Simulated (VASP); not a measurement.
Set up this calculation in VASP 6.6.1, as the native input.

* Task: single point
* Functional: r2SCAN
* Potentials or basis: VASP PAW PBE potentials, release 64 (Ga_d)
* Cutoff: 520 eV
* k mesh: 8 × 8 × 7
* Occupations: gaussian, width 0.1 eV
* Spin: no spin polarisation
* Dipole correction: no
* Further INCAR settings: ALGO = Normal; EDIFF = 1e-06; NBANDS = 34

Crystal: Ga.

```xyz
4
Lattice="2.2319 -3.7932 0.0000 2.2319 3.7932 0.0000 0.0000 0.0000 4.5346" Properties=species:S:1:pos:R:3 pbc="T T T"
Ga    2.2319   -2.6115    0.3881
Ga    2.2319   -1.1817    2.6554
Ga    2.2319    2.6115    4.1466
Ga    2.2319    1.1817    1.8792
```

These files were run (other wordings do the same):

POSCAR

```
Ga
1.0
    2.2318501700     -3.7932285796      0.0000000000
    2.2318501700      3.7932285796      0.0000000000
    0.0000000000      0.0000000000      4.5346411306
Ga
4
Direct
    0.8442341977      0.1557658023      0.0855794111
    0.6557658023      0.3442341977      0.5855794111
    0.1557658023      0.8442341977      0.9144205889
    0.3442341977      0.6557658023      0.4144205889
```

INCAR.step1

```
PREC = Accurate
ENCUT = 520
ISMEAR = 0
SIGMA = 0.1
LREAL = F
LASPH = T
NELM = 60
NBANDS = 34
GGA = PE
ALGO = Normal
EDIFF = 1E-4
LWAVE = T
LCHARG = F
```

INCAR.step2

```
PREC = Accurate
ENCUT = 520
EDIFF = 1E-6
ISMEAR = 0
SIGMA = 0.1
LREAL = F
LASPH = T
NELM = 60
ALGO = Normal
ISIF = 2
LWAVE = F
LCHARG = F
METAGGA = R2SCAN
LMIXTAU = T
NBANDS = 34
ISTART = 1
```

KPOINTS

```
regular mesh
0
Gamma
  8 8 7
```

Potentials or basis: VASP PAW PBE potentials, release 64 (Ga_d).

Command:

```console
$ cat potpaw_PBE.64/Ga_d/POTCAR > POTCAR
$ cp INCAR.step1 INCAR
$ mpirun -np 1 vasp_std > vasp.out
$ cp INCAR.step2 INCAR
$ mpirun -np 1 vasp_std > vasp.out
```

Results of the run:

| Quantity | Value |
| --- | --- |
| Pressure | 0.1 GPa |
| Largest force | 0.011 eV/Å |
| Band gap on the k mesh | zero (bands 26 and 27 overlap by 1.05 eV) |

Caveat: the PAW data sets were made with another functional, which shifts forces and pressure a little.

Wall time 9.1 min on 1 thread of Oxide Virtual Turin-like Processor, with other jobs on the host, peak memory 0.28 GiB.
